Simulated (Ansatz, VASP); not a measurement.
## Two plane-wave programs on MoS2

The input INCAR:

```
SYSTEM = MoS2
  PREC = Accurate
  ENCUT = 520
  EDIFF = 1E-7
  ISMEAR = 0
  SIGMA = 0.05
  LREAL = .False.
  LASPH = .True.
  NELM = 150
  ALGO = Normal
  ISIF = 2
  LWAVE = .False.
  LCHARG = .True.
  ISPIN = 2
  MAGMOM = 0 0 0 0 0 0
  LORBIT = 11
  LMAXMIX = 4
  LDAU = .True.
  LDAUTYPE = 2
  LDAUL = 2 -1
  LDAUU = 1 0
  LDAUJ = 0 0
  LDAUPRINT = 1
  LELF = .True.
  LVHAR = .True.
  NBANDS = 39
```

The input KPOINTS:

```
Automatic mesh
0
Gamma
  7 7 2
  0 0 0
```

The input POSCAR:

```
MoS2
1.0
    3.1610015200      0.0000000000      0.0000000000
   -1.5805007600      2.7375076200      0.0000000000
    0.0000000000      0.0000000000     12.2949997000
Mo S
2 4
Direct
    0.3333333333      0.6666666667      0.2500000000
    0.6666666667      0.3333333333      0.7500000000
    0.3333333333      0.6666666667      0.6275000000
    0.6666666667      0.3333333333      0.1275000000
    0.3333333333      0.6666666667      0.8725000000
    0.6666666667      0.3333333333      0.3725000000
```

Input for Ansatz:

```yaml
crystal:
  lattice:
    - [3.16100152, 0.0, 0.0]
    - [-1.58050076, 2.73750762, 0.0]
    - [0.0, 0.0, 12.2949997]
  atoms:
    - { symbol: Mo, position: [0.3333333333, 0.6666666667, 0.25], spin: 2.0 }
    - { symbol: Mo, position: [0.6666666667, 0.3333333333, 0.75], spin: 2.0 }
    - { symbol: S, position: [0.3333333333, 0.6666666667, 0.6275] }
    - { symbol: S, position: [0.6666666667, 0.3333333333, 0.1275] }
    - { symbol: S, position: [0.3333333333, 0.6666666667, 0.8725] }
    - { symbol: S, position: [0.6666666667, 0.3333333333, 0.3725] }
basis:
  ecutwfc: 420
  ecutrho_ratio: 4
kpoints:
  mp_grid: { grid: [7, 7, 2] }
hamiltonian:
  xc: lda
  hubbard:
    sites:
      - { site: 0, l: d, u_eff: 1.0, starting_ns: [{ spin: up, occupation_matrix: s0up }, { spin: down, occupation_matrix: s0down }] }
      - { site: 1, l: d, u_eff: 1.0, starting_ns: [{ spin: up, occupation_matrix: s1up }, { spin: down, occupation_matrix: s1down }] }
    occupation_matrices:
      s0up:
        matrix:
          - [0.97, 0.0, 0.0, 0.0, 0.0]
          - [0.0, 0.02, 0.0, 0.0, 0.0]
          - [0.0, 0.0, 0.02, 0.0, 0.0]
          - [0.0, 0.0, 0.0, 0.97, 0.0]
          - [0.0, 0.0, 0.0, 0.0, 0.02]
      s0down:
        matrix:
          - [0.02, 0.0, 0.0, 0.0, 0.0]
          - [0.0, 0.02, 0.0, 0.0, 0.0]
          - [0.0, 0.0, 0.02, 0.0, 0.0]
          - [0.0, 0.0, 0.0, 0.02, 0.0]
          - [0.0, 0.0, 0.0, 0.0, 0.02]
      s1up:
        matrix:
          - [0.97, 0.0, 0.0, 0.0, 0.0]
          - [0.0, 0.02, 0.0, 0.0, 0.0]
          - [0.0, 0.0, 0.97, 0.0, 0.0]
          - [0.0, 0.0, 0.0, 0.02, 0.0]
          - [0.0, 0.0, 0.0, 0.0, 0.02]
      s1down:
        matrix:
          - [0.02, 0.0, 0.0, 0.0, 0.0]
          - [0.0, 0.02, 0.0, 0.0, 0.0]
          - [0.0, 0.0, 0.02, 0.0, 0.0]
          - [0.0, 0.0, 0.0, 0.02, 0.0]
          - [0.0, 0.0, 0.0, 0.0, 0.02]
    ns_hold: { iters: 5 }
scf:
  occupations: { method: gaussian, width: 0.05 }
  lower_state_search: "off"
  max_iter: 150
output:
  forces: true
  stress: true
  eigenvalues: true
  populations: true
  hubbard: { sites: [{ site: 0, l: d }, { site: 1, l: d }] }
magnetization:
  spin_polarized: true
```

Alike in both runs: task single point; functional LDA; k mesh 7 × 7 × 2; occupations gaussian, width 0.05 eV; collinear spin; Hubbard terms Mo d U = 1.0 eV.

|  | VASP | Ansatz |
| --- | --- | --- |
| version | VASP 6.6.1 | Ansatz 0.2.0 |
| potentials or method | VASP PAW LDA potentials, release 64 (Mo_sv, S), cutoff 520 eV | scalar-relativistic, plane waves, PAW |
| valence electrons in the cell | 52 | 52 |

|  | VASP | Ansatz | Ansatz less VASP |
| --- | --- | --- | --- |
| gap on the k mesh at the Fermi level (eV) | 0.96 | 0.94 | -0.022 |
| least direct gap on the mesh (eV) | 1.97 | 2.01 | +0.038 |
| pressure (GPa) | 1.7 | 1.0 | -0.71 |
| traceless stress, the component that is largest in VASP (GPa) | 4.58 | 4.59 | +0.010 |
| rms of the force components (eV/Å) | 0.389 | 0.350 | -0.0390 |

LDA's correlation is that of Perdew and Zunger in VASP and of Perdew and Wang (1992) in Ansatz. The programs project onto different local orbitals, so the same U acts differently, and such runs can settle in different states. Atom by atom the forces differ by 0.039 eV/Å (rms over components). Ansatz's warnings: seeded moment not kept, specified occupation not kept, symmetry narrowed by occupation matrices.
